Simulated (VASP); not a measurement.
A run of VASP 6.6.1:

INCAR

```
ALGO = Normal
EDIFF = 1E-6
ENCUT = 500
GGA = PS
GGA_COMPAT = False
ISIF = 2
ISMEAR = 1
IVDW = 12
LASPH = True
LCHARG = False
LREAL = False
LWAVE = False
NBANDS = 13
NELM = 120
PREC = Accurate
SIGMA = 0.1
```

KPOINTS

```
k-points
0
Gamma
  12 12 12
```

The input POSCAR:

```
Pb
1.0
    0.0000000000      2.4750200000      2.4832700667
    2.4750200000      0.0000000000      2.4832700667
    2.4750200000      2.4750200000      0.0000000000
Pb
1
Direct
    0.0000000000      0.0000000000      0.0000000000
```

Potentials or basis: VASP PAW PBE potentials, release 64 (Pb_d).

Run with:

```bash
$ cat potpaw_PBE.64/Pb_d/POTCAR > POTCAR
$ mpirun -np 1 vasp_std > vasp.out
```

Hardware: 1 thread of Intel Xeon 8259CL (shared host).

Problem. How long does it take, and how much memory?

Solution. It took 64 s on 1 thread of Intel Xeon 8259CL, on a shared host, peak memory 0.2 GiB. Counts: scf iterations 10, k points 163.
